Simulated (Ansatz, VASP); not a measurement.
## Cd2SO: VASP beside Ansatz

The input POSCAR:

```
Cd2SO
1.0
    3.6508323041      0.0000000000      0.0000000000
    0.0000000000      3.6508323041      0.0000000000
    0.0000000000      0.0000000000      5.0328770231
O Cd S
1 2 1
Direct
    0.0000000000      0.0000000000      0.0000000000
    0.0000000000      0.0000000000      0.5000000000
    0.5000000000      0.5000000000      0.0000000000
    0.5000000000      0.5000000000      0.5000000000
```

The input INCAR.step1:

```
PREC = Accurate
ENCUT = 520
EDIFF = 1E-5
ISMEAR = -1
SIGMA = 0.02
LREAL = False
LASPH = True
NELM = 80
ALGO = Normal
ISIF = 2
LWAVE = True
LCHARG = False
NBANDS = 26
GGA = PE
```

File INCAR.step2:

```
PREC = Accurate
ENCUT = 520
EDIFF = 1E-6
ISMEAR = -1
SIGMA = 0.02
LREAL = False
LASPH = True
NELM = 80
ALGO = Normal
ISIF = 2
LWAVE = False
LCHARG = False
GGA = PE
LHFCALC = True
HFSCREEN = 0.2079
PRECFOCK = Normal
NBANDS = 26
ISTART = 1
```

File KPOINTS:

```
Automatic mesh
0
Gamma
  4 4 2
```

Input for Ansatz:

```yaml
crystal:
  lattice:
    - [3.6508323041, 0.0, 0.0]
    - [0.0, 3.6508323041, 0.0]
    - [0.0, 0.0, 5.0328770231]
  atoms:
    - { symbol: O, position: [0.0, 0.0, 0.0] }
    - { symbol: Cd, position: [0.0, 0.0, 0.5] }
    - { symbol: S, position: [0.5, 0.5, 0.5] }
    - { symbol: Cd, position: [0.5, 0.5, 0.0] }
kpoints:
  mp_grid: { grid: [4, 4, 2] }
hamiltonian:
  xc: hse06
scf:
  occupations: { method: fermi_dirac, width: 0.02 }
  n_extra_bands: 5
output:
  forces: true
  stress: true
  eigenvalues: true
  write_density: true
  write_potential: true
  elf: true
  volumetric_format: npy
```

Alike in both runs: task single point; functional HSE06; k mesh 4 × 4 × 2; occupations fermi-dirac, width 0.02 eV; no spin polarisation.

|  | VASP | Ansatz |
| --- | --- | --- |
| version | VASP 6.6.1 | Ansatz 0.2.0 |
| potentials or method | VASP PAW PBE potentials, release 64 (O, Cd, S) | plane waves, PAW |
| plane-wave cutoff (eV) | 520 | 420 |
| valence electrons in the cell | 36 | 52 |

|  | VASP | Ansatz | Ansatz less VASP |
| --- | --- | --- | --- |
| gap on the k mesh at the Fermi level (eV) | 1.13 | 1.13 | +0.003 |
| pressure (GPa) | 0.9 | 0.2 | -0.67 |

VASP's potentials hold 36 valence electrons a cell and Ansatz's 52, so a difference there can come from the potentials and not from the codes. Ansatz's warnings: stress exchange threshold loose, stress scf threshold loose.

The k mesh is coarse, so the values compare programs but aren't converged.
